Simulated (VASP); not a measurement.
Input of a VASP 6.6.1 run:

Contents of INCAR:

```
SYSTEM = WS2
  ALGO = Normal
  EDIFF = 1E-7
  ENCUT = 520
  GGA = PS
  ISIF = 2
  ISMEAR = -1
  LASPH = .TRUE.
  LCHARG = .FALSE.
  LREAL = .FALSE.
  LWAVE = .FALSE.
  NBANDS = 35
  NELM = 60
  PREC = Accurate
  SIGMA = 0.05
```

File KPOINTS:

```
k-points
0
G
  10 10 2
  0 0 0
```

The input POSCAR:

```
WS2
1.0
    3.1618441006      0.0000000000      0.0000000000
   -1.5809220503      2.7382373139      0.0000000000
    0.0000000000      0.0000000000     23.5099077035
W S
2 4
Direct
    0.6666666667      0.3333333333      0.3626824600
    0.3333333333      0.6666666667      0.6373175400
    0.6666666667      0.3333333333      0.7031838900
    0.3333333333      0.6666666667      0.4285581700
    0.6666666667      0.3333333333      0.5714418300
    0.3333333333      0.6666666667      0.2968161100
```

Potentials or basis: VASP PAW PBE potentials, release 64 (W_sv, S).

The run is started by

```sh
$ cat potpaw_PBE.64/W_sv/POTCAR potpaw_PBE.64/S/POTCAR > POTCAR
$ mpirun -np 1 vasp_std > vasp.out
```

Q: Predict the largest force.

A: 0.301 eV/Å.

Q: Predict the band gap on the k mesh.

A: 1.67 eV, indirect (least direct gap 2.18 eV).

Forces in eV/Å, atoms in the order of the input:
```
W    0.000  0.000 -0.008
W    0.000  0.000  0.008
S    0.000  0.000  0.278
S    0.000  0.000  0.301
S    0.000  0.000 -0.301
S    0.000  0.000 -0.278
```

Caveat: the PAW data sets were made with another functional, which shifts forces and pressure a little; spin-orbit coupling is left out, which moves the levels of the heavy elements.
